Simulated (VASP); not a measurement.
# Ag in VASP: further runs, part 2 of 2

VASP 6.6.1.

### 3 Single point, PBEsol (the cell strained at random)

Contents of INCAR:

```
PREC = Accurate
ENCUT = 520
EDIFF = 1E-7
ISMEAR = -1
SIGMA = 0.05
LREAL = F
LASPH = T
NELM = 60
ALGO = Normal
ISIF = 2
LWAVE = F
LCHARG = T
GGA = PS
LELF = T
LVHAR = T
NBANDS = 12
```

Contents of KPOINTS:

```
Automatic mesh
0
Gamma
  11 11 11
```

Contents of POSCAR:

```
Ag
1.0
   -1.6674370000      1.7096740000      1.6780030000
    1.6448450000     -1.6624760000      1.6082140000
    1.6497410000      1.6447800000     -1.6308050000
Ag
1
Direct
    0.0003600000     -0.0166410000     -0.0026680000
```

Potentials or basis: VASP PAW PBE potentials, release 64 (Ag).

Run with:

```console
cat potpaw_PBE.64/Ag/POTCAR > POTCAR
mpirun -np 1 vasp_std > vasp.out
```

OUTCAR:

```text
PREC = Accurate
   ENCUT = 520
   EDIFF = 1E-7
   ISMEAR = -1
   LREAL = F
   LASPH = T
   NELM = 60
   ISIF = 2
   GGA = PS

 ion  position               nearest neighbor table
   1  0.000  0.983  0.997-

  LATTYP: Found a triclinic cell.
 ALAT       =     2.9187369534
 B/A-ratio  =     1.1494124864
 C/A-ratio  =     1.1288139453
 COS(alpha) =     0.0107414701
 COS(beta)  =     0.5783536284
 COS(gamma) =     0.5967936308

  Lattice vectors:

 A1 = (  -1.6674370000,   1.7096740000,   1.6780030000)
 A2 = (  -0.0176960000,   3.3544540000,   0.0471980000)
 A3 = (  -3.2945860000,   0.0176960000,   0.0225910000)

Analysis of symmetry for initial positions (statically):
=====================================================================
 Subroutine PRICEL returns:
 Original cell was already a primitive cell.

 Routine SETGRP: Setting up the symmetry group for a
 triclinic supercell.

 Subroutine GETGRP returns: Found  2 space group operations
 (whereof  1 operations were pure point group operations)
 out of a pool of  2 trial point group operations.

The static configuration has the point symmetry C_1 .
[... 164 lines left out ...]
 cond. band min:       7.3820184931   @ k =  -0.3636   0.0909   0.4545
 fundamental gap:      0.0045359528
 Fermi energy:         7.3786111392

 k-point     1 :       0.0000    0.0000    0.0000
  band No.  band energies     occupation
      1       0.0207      2.00000
      2       2.6192      2.00000
      3       2.6899      2.00000
      4       2.8824      2.00000
      5       3.9103      2.00000
      6       3.9981      2.00000
      7      24.7234      0.00000
      8      25.0886      0.00000
      9      25.4491      0.00000
     10      29.8507      0.00000
     11      30.6502      0.00000
     12      30.8573      0.00000
[... 331 lines left out ...]
 k-point    24 :      -0.4545    0.1818    0.0000
  band No.  band energies     occupation
      1       1.8428      2.00000
      2       2.2946      2.00000
      3       3.1615      2.00000
      4       3.8073      2.00000
      5       4.1509      2.00000
      6       6.4115      2.00000
      7      14.7979      0.00000
      8      17.5426      0.00000
      9      21.9759      0.00000
     10      27.1331      0.00000
     11      30.1763      0.00000
     12      32.4651      0.00000

 [... further k-points ...]
[... 5 lines left out ...]
  --------------------------------------------------------------------------------------
  -------------------------------------------------------------------------------------
  Total       -0.8398507     -0.8054302     -0.8544225      0.0533036     -0.1585928      0.0661191
  in kB      -74.1214381    -71.0836375    -75.4074789      4.7043396    -13.9966894      5.8353698
  external PRESSURE =     -73.5375182 kB  Pullay stress =       0.0000000 kB

 VOLUME and BASIS-vectors are now :
 -----------------------------------------------------------------------------
  energy-cutoff  :      520.00
  volume of cell :       18.15
      direct lattice vectors                 reciprocal lattice vectors
    -1.667437000  1.709674000  1.678003000     0.003636470  0.293907740  0.300105044
     1.644845000 -1.662476000  1.608214000     0.305615043 -0.002699468  0.306441073
     1.649741000  1.644780000 -1.630805000     0.305123174  0.299751807 -0.002207506

 POSITION                                       TOTAL-FORCE (eV/Angst)
 -----------------------------------------------------------------------------------
      3.26221      0.00620     -0.04440         0.000000      0.000000      0.000000
 -----------------------------------------------------------------------------------
    total drift:                               -0.000007     -0.000006      0.000001

  FREE ENERGIE OF THE ION-ELECTRON SYSTEM (eV)
  ---------------------------------------------------
  free  energy   TOTEN  =        -3.2444033312 eV

  energy  without entropy=       -3.2415969619  energy(sigma->0) =       -3.24300015
```

OSZICAR:

```text
N       E                     dE             d eps       ncg     rms          rms(c)
DAV:   1     0.514492831925E+02    0.51449E+02   -0.54524E+03 16120   0.821E+02
DAV:   2    -0.273647996073E+01   -0.54186E+02   -0.51230E+02 18628   0.191E+02
DAV:   3    -0.356399507505E+01   -0.82752E+00   -0.82693E+00 18444   0.251E+01
DAV:   4    -0.356651253148E+01   -0.25175E-02   -0.25174E-02 18088   0.145E+00
DAV:   5    -0.356653285050E+01   -0.20319E-04   -0.20319E-04 18340   0.117E-01    0.475E+00
DAV:   6    -0.325493975978E+01    0.31159E+00   -0.13500E+00 17348   0.101E+01    0.293E+00
DAV:   7    -0.324775304607E+01    0.71867E-02   -0.65267E-03 18004   0.785E-01    0.170E+00
DAV:   8    -0.324439262364E+01    0.33604E-02   -0.70140E-04 18220   0.189E-01    0.686E-02
DAV:   9    -0.324440122091E+01   -0.85973E-05   -0.10140E-05 17612   0.242E-02    0.153E-02
DAV:  10    -0.324440346247E+01   -0.22416E-05   -0.22995E-06 18632   0.134E-02    0.224E-03
DAV:  11    -0.324440335659E+01    0.10588E-06   -0.55761E-08 10908   0.195E-03    0.617E-04
DAV:  12    -0.324440333119E+01    0.25404E-07   -0.57884E-09  8984   0.620E-04
   1 F= -.32444033E+01 E0= -.32430001E+01  d E =-.280637E-02
```

stdout:

```text
POSCAR found type information on POSCAR Ag
 POSCAR found :  1 types and       1 ions
 scaLAPACK will be used
 -----------------------------------------------------------------------------
|                                                                             |
|                                                                             |
|     You enforced a specific xc type in the INCAR file but a different       |
|     I HOPE YOU KNOW WHAT YOU ARE DOING!                                     |
|                                                                             |
 -----------------------------------------------------------------------------

 LDA part: xc-table for (Slater+PW92), standard interpolation
 POSCAR, INCAR and KPOINTS ok, starting setup
 FFT: planning ... GRIDC
 FFT: planning ... GRID_SOFT
 FFT: planning ... GRID
 WAVECAR not read
 entering main loop
```

Wall time 2.4 min (1 thread of AMD EPYC 7R43 (Zen 3), shared host); peak memory 0.21 GiB.

Results:

| Quantity | Value |
| --- | --- |
| Free energy | -3.2444 eV |
| Pressure | -7.4 GPa |

Caveat: the cell differs from its parent crystal (the cell strained at random); the PAW data sets were made with another functional, which shifts forces and pressure a little.

### 4 Single point, r2SCAN

This run uses another cell than the first one, of 17.06 Å³/atom, 0.940 times its volume.

Contents of POSCAR:

```
Ag
1.0
   -1.6218556592      1.6218556592      1.6218556592
    1.6218556592     -1.6218556592      1.6218556592
    1.6218556592      1.6218556592     -1.6218556592
Ag
1
Direct
    0.0000000000      0.0000000000      0.0000000000
```

Contents of INCAR.step1:

```
ALGO = Normal
EDIFF = 1E-4
ENCUT = 520
GGA = PE
ISMEAR = -1
LASPH = True
LCHARG = False
LREAL = False
LWAVE = True
NBANDS = 12
NELM = 80
PREC = Accurate
SIGMA = 0.05
```

Contents of INCAR.step2:

```
ALGO = Normal
EDIFF = 1E-7
ENCUT = 520
ISIF = 2
ISMEAR = -1
ISTART = 1
LASPH = True
LCHARG = True
LELF = True
LMIXTAU = True
LREAL = False
LVHAR = True
LWAVE = False
METAGGA = R2SCAN
NBANDS = 12
NELM = 80
PREC = Accurate
SIGMA = 0.05
```

Contents of KPOINTS:

```
k-points
0
Gamma
  11 11 11
```

Run with:

```console
cat potpaw_PBE.64/Ag/POTCAR > POTCAR
cp INCAR.step1 INCAR
mpirun -np 1 vasp_std > vasp.out
cp INCAR.step2 INCAR
mpirun -np 1 vasp_std > vasp.out
```

Run time: 66 s. Hardware: 1 thread of Intel Xeon 8259CL, shared host; peak memory 0.15 GiB.

Results (log left out):

```
Free energy : -21.3322 eV
Pressure    : 2.4 GPa
```

Levels at points of the mesh, in eV from the Fermi level:
```tsv
k point	band 3	band 4	band 5	band 6	band 7	band 8	band 9	band 10
(0.00, 0.00, 0.00)	-5.25	-5.25	-3.90	-3.90	18.73	18.73	18.73	25.22
```

Caveat: the PAW data sets were made with another functional, which shifts forces and pressure a little.

### 5 Single point, r2SCAN

This run uses another cell than the first one, of 17.43 Å³/atom, 0.960 times its volume.

Contents of POSCAR:

```
Ag
1.0
   -1.6332775543      1.6332775543      1.6332775543
    1.6332775543     -1.6332775543      1.6332775543
    1.6332775543      1.6332775543     -1.6332775543
Ag
1
Direct
    0.0000000000      0.0000000000      0.0000000000
```

Contents of INCAR.step1:

```
SYSTEM = Ag
ALGO = Normal
EDIFF = 1E-4
ENCUT = 520
GGA = PE
ISMEAR = -1
LASPH = .TRUE.
LCHARG = .FALSE.
LREAL = .FALSE.
LWAVE = .TRUE.
NBANDS = 12
NELM = 60
PREC = Accurate
SIGMA = 0.05
```

Contents of INCAR.step2:

```
SYSTEM = Ag
ALGO = Normal
EDIFF = 1E-6
ENCUT = 520
ISIF = 2
ISMEAR = -1
ISTART = 1
LASPH = .TRUE.
LCHARG = .FALSE.
LMIXTAU = .TRUE.
LREAL = .FALSE.
LWAVE = .FALSE.
METAGGA = R2SCAN
NBANDS = 12
NELM = 60
PREC = Accurate
SIGMA = 0.05
```

Contents of KPOINTS:

```
k-points
0
G
  11 11 11
  0 0 0
```

Run with:

```console
cat potpaw_PBE.64/Ag/POTCAR > POTCAR
cp INCAR.step1 INCAR
mpirun -np 1 vasp_std > vasp.out
cp INCAR.step2 INCAR
mpirun -np 1 vasp_std > vasp.out
```

Wall time 58 s (1 thread of Intel Xeon 8259CL, shared host); peak memory 0.15 GiB.

It converged, with:

```
Free energy : -21.3351 eV
Pressure    : 0.1 GPa
```

Levels at points of the mesh, in eV from the Fermi level:
```csv
k point,band 3,band 4,band 5,band 6,band 7,band 8,band 9,band 10
"(0.00, 0.00, 0.00)",-5.17,-5.17,-3.86,-3.86,18.64,18.64,18.64,24.78
```

Caveat: the PAW data sets were made with another functional, which shifts forces and pressure a little.

### 6 Summary

| level | spin | cell | k mesh | gap on the mesh (eV) | pressure (GPa) |
| --- | --- | --- | --- | --- | --- |
| PBE | non-collinear, zero start, SOC | a = 2.868 Å, angles 109.5°, 1 atom | 8 × 8 × 8 | - | -0.9 |
| PBEsol | off | a = 2.919, b = 2.838, c = 2.844 Å, angles 109.1, 108.8, 110.4°, 1 atom | 11 × 11 × 11 | none | -7.4 |
| r2SCAN | off | a = 2.809 Å, angles 109.5°, 1 atom | 11 × 11 × 11 | none | 2.4 |
| r2SCAN | off | a = 2.829 Å, angles 109.5°, 1 atom | 11 × 11 × 11 | none | 0.1 |

Alike in all rows: task single point; potentials or basis VASP PAW PBE potentials, release 64 (Ag); cutoff (eV) 520; smearing fermi-dirac 0.05 eV.

Caveats: the PAW data sets were made with another functional, which shifts forces and pressure a little (some runs).

Absolute energies hang on the potentials; compare differences alone.
